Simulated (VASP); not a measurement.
# SiMo5 in VASP: relaxation of the atoms with LDA

Aim: the relaxation of the atoms of SiMo5 with LDA.

All numbers are computed with VASP 6.6.1; they aren't measurements. Logs are shortened: lines on timing, memory, paths and dates and some standing lists are left out, and cuts for length are marked.

**1. The cell of the first run**

The cell holds a slab with vacuum, 6 atoms: a = 3.111 Å, b = 3.111 Å, c = 25.223 Å, α = 90.00°, β = 90.00°, γ = 90.00°.

**2. Relaxation of the atoms, LDA**

INCAR

```
SYSTEM = SiMo5
ALGO     = Normal         ! electronic algorithm
DIPOL    = 0.5 0.5 0.493
EDIFF    = 1E-6           ! SCF threshold, eV
EDIFFG   = -0.03          ! ionic threshold
ENCUT    = 520            ! plane-wave cutoff, eV
GGA      = CA             ! functional
IBRION   = 2              ! ionic algorithm
IDIPOL   = 3            
ISIF     = 2              ! what is computed and relaxed
ISMEAR   = 0              ! smearing method
KPAR     = 2            
LASPH    = .TRUE.         ! aspherical terms in the spheres
LCHARG   = .FALSE.        ! write CHGCAR
LDIPOL   = .TRUE.       
LREAL    = .FALSE.        ! projectors in reciprocal space
LWAVE    = .FALSE.        ! write WAVECAR
NELM     = 60             ! most SCF steps
NSW      = 90             ! ionic steps
PREC     = Accurate       ! precision mode
SIGMA    = 0.1            ! smearing width, eV
```

KPOINTS

```
k-points
0
G
  9 9 1
  0 0 0
```

POSCAR

```
SiMo5
1.0
    3.1113246204      0.0000000000      0.0000000000
    0.0000000000      3.1113246204      0.0000000000
    0.0000000000      0.0000000000     25.2226492409
Mo Si
5 1
Selective dynamics
Direct
    0.5000000000      0.5000000000      0.3369986998  F F F
    0.0000000000      0.0000000000      0.3986758970  F F F
    0.5000000000      0.5000000000      0.4587746558  T T T
    0.0000000000      0.0000000000      0.5228615450  T T T
    0.5000000000      0.5000000000      0.5771433068  T T T
    0.0000000000      0.5000000000      0.6627806234  T T T
```

Potentials or basis: VASP PAW LDA potentials, release 64 (Mo_sv, Si).

Started as:

```sh
$ cat potpaw_LDA.64/Mo_sv/POTCAR potpaw_LDA.64/Si/POTCAR > POTCAR
$ mpirun -np 2 vasp_std > vasp.out
```

OUTCAR:

```text
SYSTEM = SiMo5
   EDIFF = 1E-6
   EDIFFG = -0.03
   ENCUT = 520
   GGA = CA
   IBRION = 2
   ISIF = 2
   ISMEAR = 0
   LASPH = .TRUE.
   LREAL = .FALSE.
   NELM = 60
   NSW = 90
   PREC = Accurate

 ion  position               nearest neighbor table
   1  0.500  0.500  0.337-   2 2.69   2 2.69   2 2.69   2 2.69   3 3.07
   2  0.000  0.000  0.399-   3 2.67   3 2.67   3 2.67   3 2.67   1 2.69   1 2.69   1 2.69   1 2.69
                             4 3.13
   3  0.500  0.500  0.459-   2 2.67   2 2.67   2 2.67   2 2.67   4 2.73   4 2.73   4 2.73   4 2.73
                             5 2.99   1 3.07
   4  0.000  0.000  0.523-   5 2.59   5 2.59   5 2.59   5 2.59   3 2.73   3 2.73   3 2.73   3 2.73
                             2 3.13
   5  0.500  0.500  0.577-   4 2.59   4 2.59   4 2.59   4 2.59   6 2.66   6 2.66   3 2.99
   6  0.000  0.500  0.663-   5 2.66   5 2.66

  LATTYP: Found a simple tetragonal cell.
 ALAT       =     3.1113246204
 C/A-ratio  =     8.1067237650

  Lattice vectors:

 A1 = (   3.1113246204,   0.0000000000,   0.0000000000)
 A2 = (   0.0000000000,   3.1113246204,   0.0000000000)
 A3 = (   0.0000000000,   0.0000000000,  25.2226492409)

Analysis of symmetry for initial positions (statically):
=====================================================================
 Subroutine PRICEL returns:
 Original cell was already a primitive cell.

 Routine SETGRP: Setting up the symmetry group for a
 simple tetragonal supercell.

 Subroutine GETGRP returns: Found  4 space group operations
 (whereof  4 operations were pure point group operations)
 out of a pool of 16 trial point group operations.

The static configuration has the point symmetry C_2v.

Analysis of symmetry for dynamics (positions and initial velocities):
=====================================================================
 Subroutine PRICEL returns:
 Original cell was already a primitive cell.

 Routine SETGRP: Setting up the symmetry group for a
 simple tetragonal supercell.

 Subroutine GETGRP returns: Found  4 space group operations
 (whereof  4 operations were pure point group operations)
 out of a pool of 16 trial point group operations.

The dynamic configuration has the point symmetry C_2v.

Analysis of constrained symmetry for selective dynamics:
[... 142 lines left out ...]
   LORBIT       =      0    0 simple, 1 ext, 2 COOP (PROOUT), +10 PAW based schemes
   GGA     = CA    functional components
   LHFCALC =     F    Hartree Fock is set to
   AEXX    =    0.0000 exact exchange contribution
   IVDW    =     0    specifies the selected vdW correction
   LEPSILON=     F    determine dielectric tensor
   LRPA    =     F    only Hartree local field effects (RPA)
 conjugate gradient relaxation of ions
 non-spin polarized calculation
 Gauss-broadening in eV      SIGMA  =   0.10
  energy-cutoff  :      520.00
  volume of cell :      244.16
 maximum number of plane-waves:      6618
   NGX = 11   NGY = 11   NGZ = 93

--------------------------------------- Ionic step        1  -------------------------------------------

 number of electron      73.9999989 magnetization

 Free energy of the ion-electron system (eV)
  ---------------------------------------------------
  ext. energy  EPLUGINS =         0.00000000
  ---------------------------------------------------
  free energy    TOTEN  =       -62.10301906 eV

  energy without entropy =      -62.06790490  energy(sigma->0) =      -62.08546198

------------------------ aborting loop because EDIFF is reached ----------------------------------------

  FORCE on cell =-STRESS in cart. coord.  units (eV):
  Direction    XX          YY          ZZ          XY          YZ          ZX
  --------------------------------------------------------------------------------------
  -------------------------------------------------------------------------------------
  Total       -6.8054666     -7.3174580     -2.1828811      0.0000000      0.0000000      0.0000000
  in kB      -44.6567523    -48.0163857    -14.3238349      0.0000000      0.0000000      0.0000000
  external PRESSURE =     -35.6656576 kB  Pullay stress =       0.0000000 kB
[... 21 lines left out ...]
  FREE ENERGIE OF THE ION-ELECTRON SYSTEM (eV)
  ---------------------------------------------------
  free  energy   TOTEN  =       -62.1030190567 eV

  energy  without entropy=      -62.0679048979  energy(sigma->0) =      -62.08546198

 dipolmoment           0.000000      0.000000     -0.005290 electrons x Angstroem

--------------------------------------- Ionic step        2  -------------------------------------------

 number of electron      73.9999989 magnetization

------------------------ aborting loop because EDIFF is reached ----------------------------------------
[... 275 lines left out ...]
--------------------------------------- Ionic step        9  -------------------------------------------

 number of electron      73.9999989 magnetization

 dipolmoment           0.000000      0.000000      0.046057 electrons x Angstroem

 Free energy of the ion-electron system (eV)
  ---------------------------------------------------
  ext. energy  EPLUGINS =         0.00000000
  ---------------------------------------------------
  free energy    TOTEN  =       -62.24583637 eV

  energy without entropy =      -62.21088968  energy(sigma->0) =      -62.22836303

 E-fermi :   1.5968     XC(G=0):  -5.9633

 val. band max:        1.5941104395   @ k =   0.0000   0.1111   0.0000
 cond. band min:       1.6009384691   @ k =   0.1111   0.1111   0.0000
 fundamental gap:      0.0068280296
 Fermi energy:         1.5968347019

 k-point     1 :       0.0000    0.0000    0.0000
  band No.  band energies     occupation
      1     -59.2410      2.00000
      2     -58.9867      2.00000
      3     -58.8557      2.00000
      4     -58.7320      2.00000
      5     -58.4512      2.00000
      6     -33.7058      2.00000
[... 1117 lines left out ...]
     43       3.5549      0.00000
     44       3.8881      0.00000

 [... further k-points ...]

------------------------ aborting loop because EDIFF is reached ----------------------------------------

 vacuum level on the upper side and lower side of the slab       (xc-potential included)         0.383        -0.470

  FORCE on cell =-STRESS in cart. coord.  units (eV):
  Direction    XX          YY          ZZ          XY          YZ          ZX
  --------------------------------------------------------------------------------------
  -------------------------------------------------------------------------------------
  Total       -6.7239478     -8.0164737     -2.3264555      0.0000000      0.0000000      0.0000000
  in kB      -44.1218345    -52.6032534    -15.2659549      0.0000000      0.0000000      0.0000000
  external PRESSURE =     -37.3303476 kB  Pullay stress =       0.0000000 kB
[... 21 lines left out ...]
  FREE ENERGIE OF THE ION-ELECTRON SYSTEM (eV)
  ---------------------------------------------------
  free  energy   TOTEN  =       -62.2458363739 eV

  energy  without entropy=      -62.2108896762  energy(sigma->0) =      -62.22836303

 reached required accuracy - stopping structural energy minimisation

 vacuum level on the upper side and lower side of the slab         6.790         5.917
```

OSZICAR:

```text
N       E                     dE             d eps       ncg     rms          rms(c)
DAV:   1     0.834036399580E+03    0.83404E+03   -0.45627E+04  2768   0.152E+03
DAV:   2    -0.332306822233E+02   -0.86727E+03   -0.85196E+03  2452   0.469E+02
DAV:   3    -0.660947118736E+02   -0.32864E+02   -0.32007E+02  3024   0.802E+01
[... 113 lines left out ...]
DAV:   2    -0.622458467251E+02   -0.12767E-03   -0.13192E-03  2348   0.219E-01    0.250E-02
DAV:   3    -0.622460043487E+02   -0.15762E-03   -0.13504E-03  3056   0.136E-01    0.715E-02
DAV:   4    -0.622458362630E+02    0.16809E-03   -0.97133E-04  3088   0.109E-01    0.108E-02
DAV:   5    -0.622458386058E+02   -0.23428E-05   -0.38627E-05  2572   0.209E-02    0.102E-02
DAV:   6    -0.622458364635E+02    0.21423E-05   -0.20403E-05  2352   0.172E-02    0.334E-03
DAV:   7    -0.622458363739E+02    0.89683E-07   -0.39891E-06  2024   0.128E-02
   9 F= -.62245836E+02 E0= -.62228363E+02  d E =-.105600E-03
```

CONTCAR:

```text
SiMo5
   1.00000000000000
     3.1113246204000000    0.0000000000000000    0.0000000000000000
     0.0000000000000000    3.1113246204000000    0.0000000000000000
     0.0000000000000000    0.0000000000000000   25.2226492409000009
  Mo              Si
     5     1
Selective dynamics
Direct
     0.5000000000000000    0.5000000000000000    0.3369986997999987   F   F   F
     0.0000000000000000    0.0000000000000000    0.3986758969999968   F   F   F
     0.5000000000000000    0.5000000000000000    0.4593340312608072   T   T   T
     0.0000000000000000    0.0000000000000000    0.5227900080969182   T   T   T
     0.5000000000000000    0.5000000000000000    0.5814045295685191   T   T   T
     0.0000000000000000    0.5000000000000000    0.6590961956178765   T   T   T

  0.00000000E+00  0.00000000E+00  0.00000000E+00
  0.00000000E+00  0.00000000E+00  0.00000000E+00
  0.00000000E+00  0.00000000E+00  0.00000000E+00
  0.00000000E+00  0.00000000E+00  0.00000000E+00
  0.00000000E+00  0.00000000E+00  0.00000000E+00
  0.00000000E+00  0.00000000E+00  0.00000000E+00
```

Run time: 10 min. Hardware: 2 MPI ranks of Intel Xeon Platinum 8488C (Sapphire Rapids), shared host; peak memory 0.38 GiB.

Results:

```
Free energy               : -62.2458 eV
Energy gained by relaxing : 23.8 meV/atom
Ionic steps               : 9
Band gap on the k mesh    : zero (bands 37 and 38 overlap by 1.18 eV)
```

The path:
```
step  energy change (eV)  largest force on free atoms (eV/Å)  pressure (GPa)
   1              0.0000                              1.7644           -3.57
   2             -0.1225                              0.4451           -3.93
   3             -0.1264                              0.4117           -3.95
   4             -0.1378                              0.2360           -3.88
   5             -0.1419                              0.1510           -3.78
   6             -0.1419                              0.1484           -3.78
   7             -0.1427                              0.0339           -3.75
   8             -0.1427                              0.0323           -3.75
   9             -0.1428                              0.0295           -3.73
```

Final structure:
```
CELL_PARAMETERS angstrom
3.11132 0.00000 0.00000
0.00000 3.11132 0.00000
0.00000 0.00000 25.22265
ATOMIC_POSITIONS crystal
Mo 0.50000 0.50000 0.33700
Mo 0.00000 0.00000 0.39868
Mo 0.50000 0.50000 0.45933
Mo 0.00000 0.00000 0.52279
Mo 0.50000 0.50000 0.58140
Si 0.00000 0.50000 0.65910
```

Levels at points of the mesh, in eV from the Fermi level:
| k point | band 34 | band 35 | band 36 | band 37 | band 38 | band 39 | band 40 | band 41 |
| --- | --- | --- | --- | --- | --- | --- | --- | --- |
| (0.00, 0.00, 0.00) | -0.84 | -0.79 | -0.30 | -0.18 | -0.07 | -0.07 | -0.07 | 1.13 |
